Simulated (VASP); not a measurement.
# WC (I4/mmm) in VASP: a series of runs, part 2 of 2

VASP 6.6.1. Earlier steps stand in the parts before.

## (5) Single point, PBEsol (strain -0.025 along x and y, +0.000 along z)

Input file INCAR:

```
  PREC = Accurate
  ENCUT = 520
  EDIFF = 1E-7
  ISMEAR = 0
  SIGMA = 0.15
  LREAL = False
  LASPH = True
  NELM = 100
  ALGO = Normal
  ISIF = 2
  LWAVE = False
  LCHARG = False
  GGA = PS
  NBANDS = 16
```

Input file KPOINTS:

```
Automatic mesh
0
Gamma
  18 18 18
```

Input file POSCAR:

```
WC
1.0
    0.0000000000      2.1378669000      2.1926840000
    2.1378669000      0.0000000000      2.1926840000
    2.1378669000      2.1378669000      0.0000000000
W C
1 1
Direct
    0.0000000000      0.0000000000      0.0000000000
    0.5000000000      0.5000000000      0.5000000000
```

Command:

```sh
> cat potpaw_PBE.64/W_sv/POTCAR potpaw_PBE.64/C/POTCAR > POTCAR
> mpirun -np 1 vasp_std > vasp.out
```

Wall time 3.3 min (1 thread of AMD EPYC 7R43 (Zen 3), shared host); peak memory 0.23 GiB.

Results (log left out):

```yaml
Free_energy: -22.9680 eV
Pressure: 11.3 GPa
Band_gap_on_the_k_mesh: zero (bands 9 and 10 overlap by 3.27 eV)
```

Stress tensor (GPa, compression positive):
```
17.25  0.00  0.00
 0.00 17.25  0.00
 0.00  0.00 -0.61
```

Levels at points of the mesh, in eV from the Fermi level:
```tsv
k point	band 7	band 8	band 9	band 10	band 11	band 12
(0.00, 0.00, 0.00)	-2.83	-2.83	-1.21	-1.20	-1.07	-1.07
(0.50, 0.00, 0.00)	-6.97	-6.92	1.07	1.28	2.58	4.98
(0.50, 0.50, 0.00)	-5.90	-2.43	-2.43	0.93	2.50	2.50
(0.50, 0.00, 0.50)	-5.58	-2.65	-2.56	0.95	2.34	2.66
```

Caveat: the cell differs from its parent crystal (strain -0.025 along x and y, +0.000 along z); the cell stands under pressure; the PAW data sets were made with another functional, which shifts forces and pressure a little; spin-orbit coupling is left out, which moves the levels of the heavy elements.

## (6) Single point, PBEsol (strain +0.000 along x and y, -0.025 along z)

Input file INCAR:

```
SYSTEM = WC
  PREC = Accurate
  ENCUT = 520
  EDIFF = 1E-6
  ISMEAR = 0
  SIGMA = 0.15
  LREAL = .False.
  LASPH = .True.
  NELM = 60
  ALGO = Normal
  ISIF = 2
  LWAVE = .False.
  LCHARG = .False.
  GGA = PS
  NBANDS = 16
```

Input file KPOINTS:

```
regular mesh
0
Gamma
  18 18 18
  0 0 0
```

Input file POSCAR:

```
WC
1.0
    0.0000000000      2.1926840000      2.1378669000
    2.1926840000      0.0000000000      2.1378669000
    2.1926840000      2.1926840000      0.0000000000
W C
1 1
Direct
    0.0000000000      0.0000000000      0.0000000000
    0.5000000000      0.5000000000      0.5000000000
```

Potentials or basis: VASP PAW PBE potentials, release 64 (W_sv, C).

Command:

```sh
> cat potpaw_PBE.64/W_sv/POTCAR potpaw_PBE.64/C/POTCAR > POTCAR
> mpirun -np 1 vasp_std > vasp.out
```

OUTCAR:

```text
SYSTEM = WC
   PREC = Accurate
   ENCUT = 520
   EDIFF = 1E-6
   ISMEAR = 0
   LREAL = .False.
   LASPH = .True.
   NELM = 60
   ISIF = 2
   GGA = PS

 ion  position               nearest neighbor table
   1  0.000  0.000  0.000-   2 2.14   2 2.14   2 2.19   2 2.19   2 2.19   2 2.19
   2  0.500  0.500  0.500-   1 2.14   1 2.14   1 2.19   1 2.19   1 2.19   1 2.19

  LATTYP: Found a body centered tetragonal cell.
 ALAT       =     3.1009234508
 C/A-ratio  =     1.3788582233

  Lattice vectors:

 A1 = (   0.0000000000,  -2.1926840000,  -2.1378669000)
 A2 = (   0.0000000000,   2.1926840000,  -2.1378669000)
 A3 = (   2.1926840000,   0.0000000000,   2.1378669000)

Analysis of symmetry for initial positions (statically):
=====================================================================
 Subroutine PRICEL returns:
 Original cell was already a primitive cell.

 Routine SETGRP: Setting up the symmetry group for a
 body centered tetragonal supercell.

 Subroutine GETGRP returns: Found 16 space group operations
 (whereof 16 operations were pure point group operations)
 out of a pool of 16 trial point group operations.

The static configuration has the point symmetry D_4h.

Analysis of symmetry for dynamics (positions and initial velocities):
=====================================================================
 Subroutine PRICEL returns:
 Original cell was already a primitive cell.

 Routine SETGRP: Setting up the symmetry group for a
 body centered tetragonal supercell.

 Subroutine GETGRP returns: Found 16 space group operations
 (whereof 16 operations were pure point group operations)
 out of a pool of 16 trial point group operations.

The dynamic configuration has the point symmetry D_4h.

 Subroutine INISYM returns: Found 16 space group operations
 (whereof 16 operations are pure point group operations),
 and found     1 'primitive' translations

----------------------------------------------------------------------------------------

                                     Primitive cell

  volume of cell :      20.5571

  direct lattice vectors                    reciprocal lattice vectors
     0.000000000  2.192684000  2.137866900    -0.228031034  0.228031034  0.233877984
     2.192684000  0.000000000  2.137866900     0.228031034 -0.228031034  0.233877984
     2.192684000  2.192684000  0.000000000     0.228031034  0.228031034 -0.233877984

  length of vectors
     3.062407224  3.062407224  3.100923451     0.398365682  0.398365682  0.398365682

  position of ions in fractional coordinates (direct lattice)
     0.000000000  0.000000000  0.000000000
     0.500000000  0.500000000  0.500000000

  ion indices of the primitive-cell ions
   primitive index   ion index
                 1           1
                 2           2

----------------------------------------------------------------------------------------

 KPOINTS: regular mesh

Automatic generation of k-mesh.
 Grid dimensions read from file:
 generate k-points for:   18   18   18

 Generating k-lattice:

  Cartesian coordinates                     Fractional coordinates (reciprocal lattice)
    -0.012668391  0.012668391  0.012993221     0.055555556  0.000000000  0.000000000
     0.012668391 -0.012668391  0.012993221     0.000000000  0.055555556  0.000000000
     0.012668391  0.012668391 -0.012993221    -0.000000000 -0.000000000  0.055555556

  Length of vectors
     0.022131427  0.022131427  0.022131427

  Shift w.r.t. Gamma in fractional coordinates (k-lattice)
     0.000000000  0.000000000  0.000000000

 Subroutine IBZKPT returns following result:
 ===========================================

 Found    480 irreducible k-points:

 Following reciprocal coordinates:
            Coordinates               Weight
  0.000000  0.000000  0.000000      1.000000
  0.055556  0.000000  0.000000      8.000000
  0.111111  0.000000  0.000000      8.000000
  0.166667  0.000000  0.000000      8.000000
  0.222222  0.000000  0.000000      8.000000
  0.277778  0.000000  0.000000      8.000000
[... 16 lines left out ...]
 -0.277778  0.055556  0.000000      8.000000
 -0.222222  0.055556  0.000000      8.000000
 [... further k-points ...]
   k-points           NKPTS =    480   k-points in BZ     NKDIM =    480   number of bands    NBANDS=     16
   number of dos      NEDOS =    301   number of ions     NIONS =      2
   total plane-waves  NPLWV =  13824
   dimension x,y,z NGX =    24 NGY =   24 NGZ =   24
   dimension x,y,z NGXF=    48 NGYF=   48 NGZF=   48
   ions per type =               1   1
   NGX,Y,Z   is equivalent  to a cutoff of  13.03, 13.03, 12.87 a.u.
   NGXF,Y,Z  is equivalent  to a cutoff of  26.06, 26.06, 25.73 a.u.
 SYSTEM =  WC
   PREC   = accura    normal or accurate (medium, high low for compatibility)
   ISTART =      0    job   : 0-new  1-cont  2-samecut
   ICHARG =      2    charge: 1-file 2-atom 10-const
   ISPIN  =      1    spin polarized calculation?
   LNONCOLLINEAR =      F non collinear calculations
   LSORBIT =      F    spin-orbit coupling
   LASPH  =      T    aspherical Exc in radial PAW
   ENCUT  =  520.0 eV  38.22 Ry    6.18 a.u.   5.69  5.69  5.77*2*pi/ulx,y,z
   NELM   =     60;   NELMIN=  2; NELMDL= -5     # of ELM steps
   EDIFF  = 0.1E-05   stopping-criterion for ELM
   LREAL  =      F    real-space projection
   EDIFFG = 0.1E-04   stopping-criterion for IOM
   NSW    =      0    number of steps for IOM
   IBRION =     -1    ionic relax: 0-MD 1-quasi-New 2-CG
   NFREE  =      0    steps in history (QN), initial steepest desc. (CG)
   ISIF   =      2    stress and relaxation
   ISYM   =      2    0-nonsym 1-usesym 2-fastsym
   POTIM  = 0.5000    time-step for ionic-motion
   TEBEG  =    0.0;   TEEND  =   0.0 temperature during run
   PSTRESS=    0.0 pullay stress
   NELECT =      18.0000    total number of electrons
   NUPDOWN=      -1.0000    fix difference up-down
   EMIN   =  10.00;   EMAX   =-10.00  energy-range for DOS
   EFERMI =   0.00;   METHOD = LEGACY
   ISMEAR =     0;   SIGMA  =   0.15  broadening in eV -4-tet -1-fermi 0-gaus
   EFERMI_NEDOS =   21; number of points for ismear=-14 and -15
   IALGO  =     38    algorithm
   IMIX   =      4    mixing-type and parameters
     AMIX     =   0.40;   BMIX     =  1.00
     AMIX_MAG =   1.60;   BMIX_MAG =  1.00
  volume/ion in A,a.u.               =      10.28        69.36
  Fermi-wavevector in a.u.,A,eV,Ry     =   1.566191  2.959672 33.374472  2.452955
  Thomas-Fermi vector in A             =   2.668556
   LORBIT       =      0    0 simple, 1 ext, 2 COOP (PROOUT), +10 PAW based schemes
   GGA     = PS    functional components
   LHFCALC =     F    Hartree Fock is set to
   AEXX    =    0.0000 exact exchange contribution
   IVDW    =     0    specifies the selected vdW correction
   LEPSILON=     F    determine dielectric tensor
   LRPA    =     F    only Hartree local field effects (RPA)
 non-spin polarized calculation
 Gauss-broadening in eV      SIGMA  =   0.15
  energy-cutoff  :      520.00
  volume of cell :       20.56
 maximum number of plane-waves:       568
   NGX = 11   NGY = 11   NGZ = 11

 number of electron      17.9999999 magnetization

 Free energy of the ion-electron system (eV)
  ---------------------------------------------------
  ext. energy  EPLUGINS =         0.00000000
  ---------------------------------------------------
  free energy    TOTEN  =       -22.98641525 eV

  energy without entropy =      -22.97684589  energy(sigma->0) =      -22.98163057

 E-fermi :  12.6331     XC(G=0): -13.9819

 val. band max:       12.6281940897   @ k =  -0.3889   0.3333   0.2222
 cond. band min:      12.6385759274   @ k =   0.2778  -0.0000   0.2222
 fundamental gap:      0.0103818377
 Fermi energy:        12.6330653995

 k-point     1 :       0.0000    0.0000    0.0000
  band No.  band energies     occupation
      1     -62.7106      2.00000
      2     -26.7081      2.00000
      3     -26.7054      2.00000
      4     -26.7054      2.00000
      5      -3.3639      2.00000
      6       9.6832      2.00000
[... 8 lines left out ...]
     15      22.2482      0.00000
     16      35.8785      0.00000
[... 419 lines left out ...]
 k-point    24 :      -0.2222    0.0556    0.0000
  band No.  band energies     occupation
      1     -62.6902      2.00000
      2     -27.0165      2.00000
      3     -26.7599      2.00000
      4     -26.7375      2.00000
      5      -1.7682      2.00000
      6       6.3699      2.00000
[... 8 lines left out ...]
     15      25.0202      0.00000
     16      28.6502      0.00000

 [... further k-points ...]

------------------------ aborting loop because EDIFF is reached ----------------------------------------

  FORCE on cell =-STRESS in cart. coord.  units (eV):
  Direction    XX          YY          ZZ          XY          YZ          ZX
  --------------------------------------------------------------------------------------
  -------------------------------------------------------------------------------------
  Total       -0.6270630     -0.6270630      1.5629389      0.0000000     -0.0000000     -0.0000000
  in kB      -48.8718749    -48.8718749    121.8119291      0.0000000     -0.0000000     -0.0000000
  external PRESSURE =       8.0227264 kB  Pullay stress =       0.0000000 kB

 VOLUME and BASIS-vectors are now :
 -----------------------------------------------------------------------------
  energy-cutoff  :      520.00
  volume of cell :       20.56
      direct lattice vectors                 reciprocal lattice vectors
     0.000000000  2.192684000  2.137866900    -0.228031034  0.228031034  0.233877984
     2.192684000  0.000000000  2.137866900     0.228031034 -0.228031034  0.233877984
     2.192684000  2.192684000  0.000000000     0.228031034  0.228031034 -0.233877984

 POSITION                                       TOTAL-FORCE (eV/Angst)
 -----------------------------------------------------------------------------------
      0.00000      0.00000      0.00000        -0.000000      0.000000      0.000000
      2.19268      2.19268      2.13787         0.000000     -0.000000      0.000000
 -----------------------------------------------------------------------------------
    total drift:                                0.000000     -0.000000     -0.000000

  FREE ENERGIE OF THE ION-ELECTRON SYSTEM (eV)
  ---------------------------------------------------
  free  energy   TOTEN  =       -22.9864152476 eV

  energy  without entropy=      -22.9768458930  energy(sigma->0) =      -22.98163057
```

It took 3.4 min on 1 thread of AMD EPYC 7R43 (Zen 3), shared host; peak memory 0.23 GiB.

What came out:

| Quantity | Value |
| --- | --- |
| Free energy | -22.9864 eV |
| Pressure | 0.8 GPa |
| Band gap on the k mesh | zero (bands 9 and 10 overlap by 3.13 eV) |

Stress tensor (GPa, compression positive):
```
-4.89  0.00  0.00
 0.00 -4.89  0.00
 0.00  0.00 12.18
```

Levels at points of the mesh, in eV from the Fermi level:
| k point | band 6 | band 7 | band 8 | band 9 | band 10 | band 11 | band 12 | band 13 |
| --- | --- | --- | --- | --- | --- | --- | --- | --- |
| (0.00, 0.00, 0.00) | -2.95 | -2.95 | -2.63 | -1.14 | -1.11 | -1.11 | -0.98 | -0.87 |
| (0.50, 0.00, 0.00) | -10.03 | -6.78 | -6.74 | 1.01 | 1.22 | 2.46 | 4.94 | 8.79 |
| (0.50, 0.50, 0.00) | -5.99 | -5.43 | -2.63 | -2.63 | 0.94 | 2.39 | 2.39 | 5.94 |
| (0.50, 0.00, 0.50) | -5.97 | -5.74 | -2.49 | -2.40 | 0.87 | 2.25 | 2.53 | 5.54 |

Caveat: the cell differs from its parent crystal (strain +0.000 along x and y, -0.025 along z); the PAW data sets were made with another functional, which shifts forces and pressure a little; spin-orbit coupling is left out, which moves the levels of the heavy elements.

## (7) The runs side by side

| cell | gap on the mesh (eV) | pressure (GPa) |
| --- | --- | --- |
| a = 3.024, b = 3.024, c = 2.946 Å, angles 60.9, 60.9, 58.3°, 2 atoms | none | 38.6 |
| a = 2.985, b = 2.985, c = 3.023 Å, angles 59.6, 59.6, 60.9°, 2 atoms | none | 36.3 |
| a = 3.064, b = 3.064, c = 2.946 Å, angles 61.3, 61.3, 57.5°, 2 atoms | none | 28.7 |
| a = 3.062, b = 3.062, c = 3.023 Å, angles 60.4, 60.4, 59.2°, 2 atoms | none | 11.3 |
| a = 3.062, b = 3.062, c = 3.101 Å, angles 59.6, 59.6, 60.8°, 2 atoms | none | 0.8 |

Alike in all rows: task single point; level PBEsol; potentials or basis VASP PAW PBE potentials, release 64 (W_sv, C); no spin polarisation; k mesh 18 × 18 × 18; cutoff (eV) 520; smearing gaussian 0.15 eV.

Caveats: the PAW data sets were made with another functional, which shifts forces and pressure a little; spin-orbit coupling is left out, which moves the levels of the heavy elements; the cell stands under pressure (at least some runs).

Total energies depend on the potentials used, so only differences within one code and one set of settings carry meaning.
